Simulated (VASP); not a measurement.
# CoH in VASP: further runs, part 2 of 2

VASP 6.6.1. Earlier steps stand in the parts before.

### Step 3. Electric field gradients, r2SCAN, collinear spin, ferromagnetic start (shortest bond scaled by 1.05)

POSCAR

```
CoH
1.0
    0.0000000000      1.8429617100      1.8429617100
    1.8429617100      0.0000000000      1.8429617100
    1.8429617100      1.8429617100      0.0000000000
Co H
1 1
Direct
    0.0125000000      0.0125000000     -0.0125000000
    0.4875000000      0.4875000000      0.5125000000
```

INCAR.step1

```
SYSTEM = CoH
  ALGO = Normal
  EDIFF = 1E-4
  ENCUT = 520
  GGA = PE
  ISMEAR = -1
  ISPIN = 2
  LASPH = .TRUE.
  LCHARG = .FALSE.
  LMAXMIX = 4
  LREAL = .FALSE.
  LWAVE = .TRUE.
  MAGMOM = 2 0
  NBANDS = 16
  NELM = 150
  PREC = Accurate
  SIGMA = 0.05
```

INCAR.step2

```
SYSTEM = CoH
  ALGO = Normal
  EDIFF = 1E-8
  ENCUT = 520
  ISIF = 2
  ISMEAR = -1
  ISPIN = 2
  ISTART = 1
  LASPH = .TRUE.
  LCHARG = .FALSE.
  LEFG = .TRUE.
  LMAXMIX = 4
  LMIXTAU = .TRUE.
  LORBIT = 11
  LREAL = .FALSE.
  LWAVE = .FALSE.
  MAGMOM = 2 0
  METAGGA = R2SCAN
  NBANDS = 16
  NELM = 150
  PREC = Accurate
  SIGMA = 0.05
```

KPOINTS

```
k-points
0
G
  13 13 13
  0 0 0
```

Potentials or basis: VASP PAW PBE potentials, release 64 (Co, H).

Launch:

```
> cat potpaw_PBE.64/Co/POTCAR potpaw_PBE.64/H/POTCAR > POTCAR
> cp INCAR.step1 INCAR
> mpirun -np 1 vasp_std > vasp.out
> cp INCAR.step2 INCAR
> mpirun -np 1 vasp_std > vasp.out
```

OUTCAR:

```text
SYSTEM = CoH
   EDIFF = 1E-8
   ENCUT = 520
   ISIF = 2
   ISMEAR = -1
   ISPIN = 2
   ISTART = 1
   LASPH = .TRUE.
   LORBIT = 11
   LREAL = .FALSE.
   METAGGA = R2SCAN
   NELM = 150
   PREC = Accurate

 ion  position               nearest neighbor table
   1  0.013  0.013  0.987-   2 1.75   2 1.85   2 1.85   2 1.85   2 1.85   2 1.94
   2  0.487  0.487  0.513-   1 1.75   1 1.85   1 1.85   1 1.85   1 1.85   1 1.94

  LATTYP: Found a face centered cubic cell.
 ALAT       =     3.6859234200

  Lattice vectors:

 A1 = (   0.0000000000,   1.8429617100,   1.8429617100)
 A2 = (   1.8429617100,   0.0000000000,   1.8429617100)
 A3 = (   1.8429617100,   1.8429617100,   0.0000000000)

Analysis of symmetry for initial positions (statically):
=====================================================================
 Subroutine PRICEL returns:
 Original cell was already a primitive cell.

 Routine SETGRP: Setting up the symmetry group for a
 face centered cubic supercell.

 Subroutine GETGRP returns: Found  8 space group operations
 (whereof  8 operations were pure point group operations)
 out of a pool of 48 trial point group operations.

The static configuration has the point symmetry C_4v.

Analysis of symmetry for dynamics (positions and initial velocities):
=====================================================================
 Subroutine PRICEL returns:
 Original cell was already a primitive cell.

 Routine SETGRP: Setting up the symmetry group for a
 face centered cubic supercell.

 Subroutine GETGRP returns: Found  8 space group operations
 (whereof  8 operations were pure point group operations)
 out of a pool of 48 trial point group operations.

The dynamic configuration has the point symmetry C_4v.

Analysis of structural, dynamic, and magnetic symmetry:
=====================================================================
 Subroutine PRICEL returns:
 Original cell was already a primitive cell.

 Routine SETGRP: Setting up the symmetry group for a
 face centered cubic supercell.

 Subroutine GETGRP returns: Found  8 space group operations
 (whereof  8 operations were pure point group operations)
 out of a pool of 48 trial point group operations.

The overall configuration has the point symmetry C_4v.

 Subroutine INISYM returns: Found  8 space group operations
 (whereof  8 operations are pure point group operations),
 and found     1 'primitive' translations

----------------------------------------------------------------------------------------

                                     Primitive cell

  volume of cell :      12.5193

  direct lattice vectors                    reciprocal lattice vectors
     0.000000000  1.842961710  1.842961710    -0.271302435  0.271302435  0.271302435
     1.842961710  0.000000000  1.842961710     0.271302435 -0.271302435  0.271302435
     1.842961710  1.842961710  0.000000000     0.271302435  0.271302435 -0.271302435

  length of vectors
     2.606341445  2.606341445  2.606341445     0.469909602  0.469909602  0.469909602

  position of ions in fractional coordinates (direct lattice)
     0.012500000  0.012500000  0.987500000
     0.487500000  0.487500000  0.512500000

  ion indices of the primitive-cell ions
[... 104 lines left out ...]
   LEPSILON=     F    determine dielectric tensor
   LRPA    =     F    only Hartree local field effects (RPA)
 spin polarized calculation
  energy-cutoff  :      520.00
  volume of cell :       12.52
 maximum number of plane-waves:       343
   NGX =  9   NGY =  9   NGZ =  9

 number of electron      10.0000004 magnetization       1.4313849

 Free energy of the ion-electron system (eV)
  ---------------------------------------------------
  ext. energy  EPLUGINS =         0.00000000
  ---------------------------------------------------
  free energy    TOTEN  =       -16.52020957 eV

  energy without entropy =      -16.51319924  energy(sigma->0) =      -16.51670440

 E-fermi :  10.3710     XC(G=0): -14.5913

 val. band max:       10.3638345364   @ k =   0.3846   0.2308   0.0769
 cond. band min:      10.3713917978   @ k =   0.0769   0.3846   0.2308
 fundamental gap:      0.0075572614
 Fermi energy:        10.3709812860

 spin component 1

 k-point     1 :       0.0000    0.0000    0.0000
  band No.  band energies     occupation
      1      -2.8175      1.00000
      2       6.9030      1.00000
      3       6.9031      1.00000
      4       6.9110      1.00000
      5       8.1682      1.00000
      6       8.1780      1.00000
[... 435 lines left out ...]
      5       8.2148      1.00000
      6       8.6635      1.00000
[... 8 lines left out ...]
     15      44.2969      0.00000
     16      46.4775      0.00000

 [... further k-points ...]

 spin component 2

 k-point     1 :       0.0000    0.0000    0.0000
  band No.  band energies     occupation
      1      -3.1410      1.00000
      2       9.2318      1.00000
      3       9.2318      1.00000
      4       9.2434      1.00000
      5       9.7567      1.00000
      6       9.7764      0.99999
[... 435 lines left out ...]
      5      10.4596      0.14534
      6      10.8248      0.00011
[... 8 lines left out ...]
     15      46.2208      0.00000
     16      49.9614      0.00000

 [... further k-points ...]
[... 5 lines left out ...]
  --------------------------------------------------------------------------------------
  -------------------------------------------------------------------------------------
  Total        0.0045322      0.0045322      0.1224038      0.0000000      0.0000000      0.0000000
  in kB        0.5800169      0.5800169     15.6648611      0.0000000      0.0000000      0.0000000
  external PRESSURE =       5.6082983 kB  Pullay stress =       0.0000000 kB

 VOLUME and BASIS-vectors are now :
 -----------------------------------------------------------------------------
  energy-cutoff  :      520.00
  volume of cell :       12.52
      direct lattice vectors                 reciprocal lattice vectors
     0.000000000  1.842961710  1.842961710    -0.271302435  0.271302435  0.271302435
     1.842961710  0.000000000  1.842961710     0.271302435 -0.271302435  0.271302435
     1.842961710  1.842961710  0.000000000     0.271302435  0.271302435 -0.271302435

 POSITION                                       TOTAL-FORCE (eV/Angst)
 -----------------------------------------------------------------------------------
      1.84296      1.84296      0.04607         0.000000      0.000000     -0.171005
      1.84296      1.84296      1.79689         0.000000      0.000000      0.171005
 -----------------------------------------------------------------------------------
    total drift:                               -0.000010     -0.000010      0.000167

  FREE ENERGIE OF THE ION-ELECTRON SYSTEM (eV)
  ---------------------------------------------------
  free  energy   TOTEN  =       -16.5202095660 eV

  energy  without entropy=      -16.5131992408  energy(sigma->0) =      -16.51670440

 Electric field gradients (V/A^2)
---------------------------------------------------------------------
 ion       V_xx      V_yy      V_zz      V_xy      V_xz      V_yz
---------------------------------------------------------------------
   1       1.169     1.169    -2.339    -0.003    -0.003    -0.003
   2      -0.258    -0.258     0.515    -0.001    -0.001    -0.001
---------------------------------------------------------------------

 Electric field gradients after diagonalization (V/A^2)
 (convention: |V_zz| > |V_xx| > |V_yy|)
----------------------------------------------------------------------
 ion       V_xx      V_yy      V_zz     asymmetry (V_yy - V_xx)/ V_zz
----------------------------------------------------------------------
   1       1.173     1.166    -2.339       0.003
   2      -0.259    -0.257     0.515       0.003
----------------------------------------------------------------------

           NMR quadrupolar parameters

 Cq : quadrupolar parameter    Cq=e*Q*V_zz/h
 eta: asymmetry parameters     (V_yy - V_xx)/ V_zz
 Q  : nuclear electric quadrupole moment in mb (millibarn)
----------------------------------------------------------------------
 ion       Cq(MHz)       eta       Q (mb)
----------------------------------------------------------------------
   1      -0.006       0.003       1.000
   2       0.001       0.003       1.000
----------------------------------------------------------------------

 total charge

# of ion       s       p       d       tot
------------------------------------------
    1        0.417   0.580   7.401   8.398
    2        0.515   0.042   0.000   0.557
--------------------------------------------------
tot          0.932   0.622   7.401   8.955

 magnetization (x)

# of ion       s       p       d       tot
------------------------------------------
    1       -0.012  -0.032   1.545   1.502
    2        0.001  -0.006   0.000  -0.005
--------------------------------------------------
tot         -0.011  -0.038   1.545   1.496
```

It took 4.2 min on 1 thread of Intel Xeon 6975P-C (Granite Rapids), shared host; peak memory 0.18 GiB.

What came out:

```
Free energy                                           : -16.5202 eV
Pressure                                              : 0.6 GPa
Largest force                                         : 0.171 eV/Å
Net moment                                            : 1.43 μB per cell
Site moments                                          : Co +1.50; H -0.01 μB
Largest electric field gradient by atom               : Co -2.3; H +0.5 V/Å²
Valence electrons inside the program's atomic spheres : Co 8.40; H 0.56
```

Forces in eV/Å, atoms in the order of the input:
```
Co   0.000  0.000 -0.171
H    0.000  0.000  0.171
```

Stress tensor (GPa, compression positive):
```
0.06 0.00 0.00
0.00 0.06 0.00
0.00 0.00 1.57
```

Levels at points of the mesh, in eV from the Fermi level:
Spin up:
| k point | band 3 | band 4 | band 5 | band 6 | band 7 | band 8 | band 9 | band 10 |
| --- | --- | --- | --- | --- | --- | --- | --- | --- |
| (0.00, 0.00, 0.00) | -3.47 | -3.46 | -2.20 | -2.19 | 15.28 | 21.40 | 21.93 | 21.93 |
Spin down:
| k point | band 1 | band 2 | band 3 | band 4 | band 5 | band 6 | band 7 | band 8 |
| --- | --- | --- | --- | --- | --- | --- | --- | --- |
| (0.00, 0.00, 0.00) | -13.51 | -1.14 | -1.14 | -1.13 | -0.61 | -0.59 | 15.45 | 20.93 |

Electric field gradients, principal values (V/Å²):
| atom | least | middle | greatest (by size) |
| --- | --- | --- | --- |
| 1 Co | 1.166 | 1.173 | -2.339 |
| 2 H | -0.257 | -0.259 | 0.515 |

Caveat: the cell differs from its parent crystal (shortest bond scaled by 1.05); without QUAD_EFG the Cq values of the log hold for a quadrupole moment of 1 mb, not for the nuclei; the PAW data sets were made with another functional, which shifts forces and pressure a little.
